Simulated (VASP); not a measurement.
Write the native input for VASP 6.6.1 that does the following.

```yaml
Task: relaxation of cell and atoms
Functional: RPBE
Potentials_or_basis: VASP PAW PBE potentials, release 64 (Cl)
Cutoff: 600 eV
k_mesh: 5 × 5 × 2
Occupations: fermi-dirac, width 0.05 eV
Spin: no spin polarisation
Dipole_correction: no
Further_INCAR_settings: ALGO = Normal; EDIFF = 1e-06; IBRION = 2; EDIFFG = -0.01; NSW = 80; ISIF = 3
```

The structure of Cl lies in POSCAR:

```
Cl
1.0
    3.0726500000     -2.1977000000      0.0000000000
    3.0726500000      2.1977000000      0.0000000000
    0.0000000000      0.0000000000      8.1537000000
Cl
4
Direct
    0.8763000000      0.1237000000      0.1025000000
    0.6237000000      0.3763000000      0.6025000000
    0.1237000000      0.8763000000      0.8975000000
    0.3763000000      0.6237000000      0.3975000000
```

The input as run:

INCAR

```
PREC = Accurate
ENCUT = 600
EDIFF = 1E-6
ISMEAR = -1
SIGMA = 0.05
LREAL = False
LASPH = True
NELM = 100
ALGO = Normal
ISIF = 3
LWAVE = False
LCHARG = False
GGA = RP
IBRION = 2
NSW = 80
EDIFFG = -0.01
```

KPOINTS

```
Automatic mesh
0
Gamma
  5 5 2
```

Potentials or basis: VASP PAW PBE potentials, release 64 (Cl).

Launch:

```console
$ cat potpaw_PBE.64/Cl/POTCAR > POTCAR
$ mpirun -np 1 vasp_std > vasp.out
```

It gave:

The relaxed volume is 47.37 Å³/atom and the relaxed cell is a = 4.785 Å, b = 4.785 Å, c = 9.053 Å, α = 90.00°, β = 90.00°, γ = 66.12°. The space group after relaxing (to 0.1 Å) is Cmce (No. 64) and the energy gained by relaxing is 110.2 meV/atom. The ionic steps are 12 and the pressure after relaxing is 0.0 GPa. The largest force after relaxing is 0.005 eV/Å and the band gap on the k mesh is 2.77 eV (least direct gap 2.82 eV).

Caveat: the volume moved by over 15 % at a fixed basis, so the end points are rough; this functional lacks dispersion, which holds the molecules together, so the pressure and a relaxed volume are unreliable; the PAW data sets were made with another functional, which shifts forces and pressure a little; this functional lacks dispersion, which binds layers or chains, so the pressure and a relaxed spacing across them are unreliable.

It took 3.8 min on 1 thread of AMD EPYC 9R45 96-Core Processor (Zen 5) (shared host), peak memory 0.21 GiB.
